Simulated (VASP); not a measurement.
# PBr (P-1) in VASP: single point with PBE0

Aim: the single point of PBr with PBE0.

All numbers are computed with VASP 6.6.1; they aren't measurements. Logs are shortened: lines on timing, memory, paths and dates and some standing lists are left out, and cuts for length are marked.

### Step 1. The cell of the first run

The typed cell holds 4 atoms: a = 4.939 Å, b = 5.589 Å, c = 6.306 Å, α = 93.19°, β = 96.34°, γ = 111.65°.

### Step 2. Single point, PBE0

The input, POSCAR:

```
PBr
1.0
    4.9385630000      0.0000000000      0.0000000000
   -2.0623900000      5.1944970000      0.0000000000
   -0.6967810000     -0.6537650000      6.2332560000
Br P
2 2
Direct
    0.6657980000      0.8550130000      0.2427560000
    0.3342020000      0.1449870000      0.7572440000
    0.6407200000      0.4997570000      0.6318710000
    0.3592800000      0.5002430000      0.3681290000
```

The input, INCAR.step1:

```
SYSTEM = PBr
PREC = Accurate
ENCUT = 520
EDIFF = 1E-5
ISMEAR = -1
SIGMA = 0.05
LREAL = .False.
LASPH = .True.
NELM = 60
ALGO = Normal
ISIF = 2
LWAVE = .True.
NBANDS = 20
GGA = PE
```

The input, INCAR.step2:

```
SYSTEM = PBr
PREC = Accurate
ENCUT = 520
EDIFF = 1E-6
ISMEAR = -1
SIGMA = 0.05
LREAL = .False.
LASPH = .True.
NELM = 60
ALGO = Normal
ISIF = 2
LWAVE = .False.
LCHARG = .True.
GGA = PE
LHFCALC = .True.
AEXX = 0.25
PRECFOCK = Normal
LELF = .True.
LVHAR = .True.
NBANDS = 20
ISTART = 1
```

The input, KPOINTS:

```
Automatic mesh
0
Gamma
  4 3 3
  0 0 0
```

Potentials or basis: VASP PAW PBE potentials, release 64 (Br, P).

Started as:

```sh
$ cat potpaw_PBE.64/Br/POTCAR potpaw_PBE.64/P/POTCAR > POTCAR
$ cp INCAR.step1 INCAR
$ mpirun -np 1 vasp_std > vasp.out
$ cp INCAR.step2 INCAR
$ mpirun -np 1 vasp_std > vasp.out
```

OUTCAR:

```text
SYSTEM = PBr
   PREC = Accurate
   ENCUT = 520
   EDIFF = 1E-6
   ISMEAR = -1
   LREAL = .False.
   LASPH = .True.
   NELM = 60
   ISIF = 2
   GGA = PE
   LHFCALC = .True.
   AEXX = 0.25
   PRECFOCK = Normal
   ISTART = 1

 ion  position               nearest neighbor table
   1  0.666  0.855  0.243-   4 2.25
   2  0.334  0.145  0.757-   3 2.25
   3  0.641  0.500  0.632-   4 2.05   2 2.25
   4  0.359  0.500  0.368-   3 2.05   1 2.25

  LATTYP: Found a triclinic cell.
 ALAT       =    10.6206512695
 B/A-ratio  =     1.2981108736
 C/A-ratio  =     0.5937545491
 COS(alpha) =     0.0054841721
 COS(beta)  =     0.5716244624
 COS(gamma) =     0.8051544706

  Lattice vectors:

 A1 = (  -6.3041720000,   5.8482620000,  -6.2332560000)
 A2 = (  -9.0633430000,  10.3889940000,   0.0000000000)
 A3 = (   0.6967810000,   0.6537650000,  -6.2332560000)

Analysis of symmetry for initial positions (statically):
=====================================================================
 Subroutine PRICEL returns:
 Original cell was already a primitive cell.

 Routine SETGRP: Setting up the symmetry group for a
 triclinic supercell.

 Subroutine GETGRP returns: Found  2 space group operations
 (whereof  2 operations were pure point group operations)
 out of a pool of  2 trial point group operations.

The static configuration has the point symmetry S_2 .

Analysis of symmetry for dynamics (positions and initial velocities):
=====================================================================
 Subroutine PRICEL returns:
 Original cell was already a primitive cell.

 Routine SETGRP: Setting up the symmetry group for a
 triclinic supercell.

 Subroutine GETGRP returns: Found  2 space group operations
 (whereof  2 operations were pure point group operations)
 out of a pool of  2 trial point group operations.

The dynamic configuration has the point symmetry S_2 .

 Subroutine INISYM returns: Found  2 space group operations
 (whereof  2 operations are pure point group operations),
 and found     1 'primitive' translations

----------------------------------------------------------------------------------------

                                     Primitive cell

  volume of cell :     159.9039

  direct lattice vectors                    reciprocal lattice vectors
     4.938563000  0.000000000  0.000000000     0.202488052  0.080394566  0.031067067
    -2.062390000  5.194497000  0.000000000     0.000000000  0.192511421  0.020191250
    -0.696781000 -0.653765000  6.233256000     0.000000000  0.000000000  0.160429798

  length of vectors
     4.938563000  5.588940114  6.306060006     0.220067853  0.193567388  0.160429798

  position of ions in fractional coordinates (direct lattice)
     0.665798000  0.855013000  0.242756000
     0.334202000  0.144987000  0.757244000
     0.640720000  0.499757000  0.631871000
     0.359280000  0.500243000  0.368129000

  ion indices of the primitive-cell ions
   primitive index   ion index
                 1           1
                 2           2
                 3           3
                 4           4

----------------------------------------------------------------------------------------

 KPOINTS: Automatic mesh

Automatic generation of k-mesh.
 Grid dimensions read from file:
 generate k-points for:    4    3    3

 Generating k-lattice:

  Cartesian coordinates                     Fractional coordinates (reciprocal lattice)
     0.050622013  0.020098642  0.007766767     0.250000000 -0.000000000  0.000000000
     0.000000000  0.064170474  0.006730417     0.000000000  0.333333333  0.000000000
     0.000000000  0.000000000  0.053476599     0.000000000  0.000000000  0.333333333

  Length of vectors
     0.055016963  0.064522463  0.053476599

  Shift w.r.t. Gamma in fractional coordinates (k-lattice)
     0.000000000  0.000000000  0.000000000

 Subroutine IBZKPT returns following result:
 ===========================================

 Found     19 irreducible k-points:

 Following reciprocal coordinates:
            Coordinates               Weight
  0.000000  0.000000  0.000000      1.000000
  0.250000  0.000000 -0.000000      2.000000
  0.500000  0.000000 -0.000000      1.000000
  0.000000  0.333333 -0.000000      2.000000
  0.250000  0.333333 -0.000000      2.000000
  0.500000  0.333333  0.000000      2.000000
[... 11 lines left out ...]
  0.500000 -0.333333  0.333333      2.000000
 -0.250000 -0.333333  0.333333      2.000000
   k-points           NKPTS =     19   k-points in BZ     NKDIM =     36   number of bands    NBANDS=     20
   number of dos      NEDOS =    301   number of ions     NIONS =      4
   total plane-waves  NPLWV =  80640
   dimension x,y,z NGX =    40 NGY =   42 NGZ =   48
   dimension x,y,z NGXF=    80 NGYF=   84 NGZF=   96
   ions per type =               2   2
   NGX,Y,Z   is equivalent  to a cutoff of  13.47, 12.49, 12.65 a.u.
   NGXF,Y,Z  is equivalent  to a cutoff of  26.93, 24.99, 25.31 a.u.
 SYSTEM =  PBr
   PREC   = accura    normal or accurate (medium, high low for compatibility)
   ISTART =      1    job   : 0-new  1-cont  2-samecut
   ICHARG =      0    charge: 1-file 2-atom 10-const
   ISPIN  =      1    spin polarized calculation?
   LNONCOLLINEAR =      F non collinear calculations
   LSORBIT =      F    spin-orbit coupling
   LASPH  =      T    aspherical Exc in radial PAW
   ENCUT  =  520.0 eV  38.22 Ry    6.18 a.u.   9.18 10.39 11.73*2*pi/ulx,y,z
   NELM   =     60;   NELMIN=  2; NELMDL=  0     # of ELM steps
   EDIFF  = 0.1E-05   stopping-criterion for ELM
   LREAL  =      F    real-space projection
   EDIFFG = 0.1E-04   stopping-criterion for IOM
   NSW    =      0    number of steps for IOM
   IBRION =     -1    ionic relax: 0-MD 1-quasi-New 2-CG
   NFREE  =      0    steps in history (QN), initial steepest desc. (CG)
   ISIF   =      2    stress and relaxation
   ISYM   =      3    0-nonsym 1-usesym 2-fastsym
   POTIM  = 0.5000    time-step for ionic-motion
   TEBEG  =    0.0;   TEEND  =   0.0 temperature during run
   PSTRESS=    0.0 pullay stress
   NELECT =      24.0000    total number of electrons
   NUPDOWN=      -1.0000    fix difference up-down
   EMIN   =  10.00;   EMAX   =-10.00  energy-range for DOS
   EFERMI =   0.00;   METHOD = LEGACY
   ISMEAR =    -1;   SIGMA  =   0.05  broadening in eV -4-tet -1-fermi 0-gaus
   EFERMI_NEDOS =   21; number of points for ismear=-14 and -15
   IALGO  =     38    algorithm
   IMIX   =      1    mixing-type and parameters
     AMIX     =   0.40;   BMIX     =  1.00
     AMIX_MAG =   1.60;   BMIX_MAG =  1.00
  volume/ion in A,a.u.               =      39.98       269.77
  Fermi-wavevector in a.u.,A,eV,Ry     =   0.870013  1.644085 10.298549  0.756922
  Thomas-Fermi vector in A             =   1.988917
   LORBIT       =      0    0 simple, 1 ext, 2 COOP (PROOUT), +10 PAW based schemes
   GGA     = PE    functional components
   LHFCALC =     T    Hartree Fock is set to
   PRECFOCK=normal    Normal, Fast or Accurate (Low or Medium for compatibility)
   ENCUT4O =  -1.0   cutoff for four orbital integrals eV
   NKREDX  =     1    reduce k-point grid by
   NKREDY  =     1    reduce k-point grid by
   NKREDZ  =     1    reduce k-point grid by
   AEXX    =    0.2500 exact exchange contribution
   HFSCREEN=    0.0000 screening length (either q_TF or 0.3 A-1)
   HFSCREENC=   0.0000 screening length for correlation (either q_TF or 0.3 A-1)
   ENCUTFOCK=  -1.0 apply spherical cutoff to Coloumb kernel
   IVDW    =     0    specifies the selected vdW correction
   LEPSILON=     F    determine dielectric tensor
   LRPA    =     F    only Hartree local field effects (RPA)
 non-spin polarized calculation
  energy-cutoff  :      520.00
  volume of cell :      159.90
 maximum number of plane-waves:      4334
 NGX is ok and might be reduce to    40
  NGX = 28; NGY = 32; NGZ = 36

 number of electron      23.9999999 magnetization

 Free energy of the ion-electron system (eV)
  ---------------------------------------------------
  ext. energy  EPLUGINS =         0.00000000
  ---------------------------------------------------
  free energy    TOTEN  =       -19.36459291 eV

  energy without entropy =      -19.36459291  energy(sigma->0) =      -19.36459291

 E-fermi :  -0.6580     XC(G=0):  -5.3335

 val. band max:       -1.8213183097   @ k =   0.0000   0.3333   0.3333
 cond. band min:       1.3509551837   @ k =   0.0000   0.3333   0.3333
 fundamental gap:      3.1722734934
 Fermi energy:        -0.6579648911

 k-point     1 :       0.0000    0.0000    0.0000
  band No.  band energies     occupation
      1     -18.1620      2.00000
      2     -17.6964      2.00000
      3     -13.7001      2.00000
      4      -9.5361      2.00000
      5      -5.9428      2.00000
      6      -5.8833      2.00000
[... 12 lines left out ...]
     19       7.1493      0.00000
     20       8.3515      0.00000

 k-point     2 :       0.2500    0.0000   -0.0000
  band No.  band energies     occupation
      1     -18.1220      2.00000
      2     -17.7052      2.00000
      3     -13.7133      2.00000
      4      -9.7353      2.00000
      5      -6.0217      2.00000
      6      -5.6629      2.00000
[... 12 lines left out ...]
     19       7.6787      0.00000
     20       8.1327      0.00000

 k-point     3 :       0.5000    0.0000   -0.0000
  band No.  band energies     occupation
      1     -18.0782      2.00000
      2     -17.7173      2.00000
      3     -13.7264      2.00000
      4      -9.9195      2.00000
      5      -5.8435      2.00000
      6      -5.7907      2.00000
[... 12 lines left out ...]
     19       8.2807      0.00000
     20       8.9061      0.00000

 k-point     4 :       0.0000    0.3333   -0.0000
  band No.  band energies     occupation
      1     -18.0630      2.00000
      2     -17.7673      2.00000
      3     -13.7821      2.00000
      4      -9.7350      2.00000
      5      -5.9704      2.00000
      6      -5.6501      2.00000
[... 314 lines left out ...]
 k-point    18 :       0.5000   -0.3333    0.3333
  band No.  band energies     occupation
      1     -18.0365      2.00000
      2     -17.7664      2.00000
      3     -13.7205      2.00000
      4      -9.6741      2.00000
      5      -6.2869      2.00000
      6      -5.8389      2.00000
[... 12 lines left out ...]
     19       7.5322      0.00000
     20       8.5511      0.00000

 k-point    19 :      -0.2500   -0.3333    0.3333
  band No.  band energies     occupation
      1     -18.0106      2.00000
      2     -17.7911      2.00000
      3     -13.8027      2.00000
      4      -9.7810      2.00000
      5      -5.9612      2.00000
      6      -5.8008      2.00000
[... 12 lines left out ...]
     19       7.3514      0.00000
     20       7.7426      0.00000

------------------------ aborting loop because EDIFF is reached ----------------------------------------

  FORCE on cell =-STRESS in cart. coord.  units (eV):
  Direction    XX          YY          ZZ          XY          YZ          ZX
  --------------------------------------------------------------------------------------
  -------------------------------------------------------------------------------------
  Total       -0.7222269     -1.1910789     -1.0692973     -0.4879847      0.6946463     -0.3144967
  in kB       -7.2364431    -11.9341654    -10.7139596     -4.8894240      6.9600968     -3.1511394
  external PRESSURE =      -9.9615227 kB  Pullay stress =       0.0000000 kB

 VOLUME and BASIS-vectors are now :
 -----------------------------------------------------------------------------
  energy-cutoff  :      520.00
  volume of cell :      159.90
      direct lattice vectors                 reciprocal lattice vectors
     4.938563000  0.000000000  0.000000000     0.202488052  0.080394566  0.031067067
    -2.062390000  5.194497000  0.000000000     0.000000000  0.192511421  0.020191250
    -0.696781000 -0.653765000  6.233256000     0.000000000  0.000000000  0.160429798

 POSITION                                       TOTAL-FORCE (eV/Angst)
 -----------------------------------------------------------------------------------
      1.35557      4.28266      1.51316        -0.146357     -0.413318      0.125364
      0.82382      0.25807      4.72010         0.146357      0.413318     -0.125364
      1.69327      2.18289      3.93861        -0.522708     -0.284110     -0.415234
      0.48613      2.35784      2.29464         0.522708      0.284110      0.415234
 -----------------------------------------------------------------------------------
    total drift:                                0.000001     -0.000000     -0.000000

  FREE ENERGIE OF THE ION-ELECTRON SYSTEM (eV)
  ---------------------------------------------------
  free  energy   TOTEN  =       -19.3645929137 eV

  energy  without entropy=      -19.3645929137  energy(sigma->0) =      -19.36459291
```

Run time: 27 min. Hardware: 1 thread of Intel Xeon Platinum 8375C at 2.90GHz (Ice Lake), shared host; peak memory 0.31 GiB.

Results:

```yaml
Free_energy: -19.3646 eV
Pressure: -1.0 GPa
Largest_force: 0.726 eV/Å
Band_gap_on_the_k_mesh: 3.17 eV
```

Forces on the atoms (eV/Å):
```
Br  -0.146 -0.413  0.125
Br   0.146  0.413 -0.125
P   -0.523 -0.284 -0.415
P    0.523  0.284  0.415
```

Levels at points of the mesh, in eV from the valence-band top:
```csv
k point,band 8,band 9,band 10,band 11,band 12,band 13,band 14,band 15,band 16,band 17
"(0.00, 0.00, 0.00)",-2.43,-2.43,-1.60,-1.27,-0.53,3.60,5.17,6.67,7.26,7.57
"(0.50, 0.00, 0.00)",-2.61,-2.43,-1.77,-0.92,-0.31,4.02,4.56,5.42,6.51,8.08
```

Caveat: this functional lacks dispersion, which holds the molecules together, so the pressure and a relaxed volume are unreliable; the PAW data sets were made with another functional, which shifts forces and pressure a little. A k mesh can miss the band edges.
